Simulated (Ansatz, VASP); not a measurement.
One calculation of Hf, two programs

INCAR

```
SYSTEM = Hf
PREC = Accurate ; ENCUT = 520
EDIFF = 1E-6 ; ISMEAR = -1
SIGMA = 0.05 ; LREAL = .FALSE.
LASPH = .TRUE. ; NELM = 80
ALGO = Normal ; ISIF = 2
LWAVE = .FALSE. ; LCHARG = .TRUE.
GGA = RE ; LELF = .TRUE.
LVHAR = .TRUE. ; NBANDS = 11
```

Contents of KPOINTS:

```
regular mesh
0
G
  10 10 10
  0 0 0
```

Contents of POSCAR:

```
Hf
1.0
    0.0000000000      2.2200000000      2.2200000000
    2.2200000000      0.0000000000      2.2200000000
    2.2200000000      2.2200000000      0.0000000000
Hf
1
Direct
    0.0000000000      0.0000000000      0.0000000000
```

File input.yaml:

```yaml
crystal:
  lattice:
    - [0.0, 2.22, 2.22]
    - [2.22, 0.0, 2.22]
    - [2.22, 2.22, 0.0]
  atoms:
    - { symbol: Hf, position: [0.0, 0.0, 0.0] }
hamiltonian:
  xc: revpbe
  pseudopotentials: { kind: paw }
kpoints:
  mp_grid: { grid: [10, 10, 10] }
  band_path:
    path:
      - [[0.0, 0.0, 0.0], [0.5, 0.0, 0.5], [0.5, 0.25, 0.75], [0.375, 0.375, 0.75], [0.0, 0.0, 0.0], [0.5, 0.5, 0.5], [0.625, 0.25, 0.625], [0.5, 0.25, 0.75], [0.5, 0.5, 0.5], [0.375, 0.375, 0.75]]
      - [[0.625, 0.25, 0.625], [0.5, 0.0, 0.5]]
    npoints: 14
scf:
  occupations: { method: fermi_dirac, width: 0.05 }
  n_extra_bands: 6
output:
  forces: true
  stress: true
  eigenvalues: true
  fatbands: false
```

Alike in both runs: functional revPBE; k mesh 10 × 10 × 10; occupations fermi-dirac, width 0.05 eV; no spin polarisation.

|  | VASP | Ansatz |
| --- | --- | --- |
| version | VASP 6.6.1 | Ansatz 0.2.0 |
| potentials or method | VASP PAW PBE potentials, release 64 (Hf_pv) | Ansatz PAW |
| plane-wave cutoff (eV) | 520 | 420 |
| valence electrons in the cell | 10 | 26 |
| task | single point | band structure |

|  | VASP | Ansatz | Ansatz less VASP |
| --- | --- | --- | --- |
| gap on the k mesh at the Fermi level (eV) | none | none | - |
| pressure (GPa) | 4.7 | 5.2 | +0.49 |

VASP's potentials were made for PBE, not for revPBE. A gap of «none» marks a metal or a gap that the smearing closes. VASP's potentials hold 10 valence electrons a cell and Ansatz's 26, so a difference there can come from the potentials and not from the codes.

Spin-orbit coupling is off throughout.
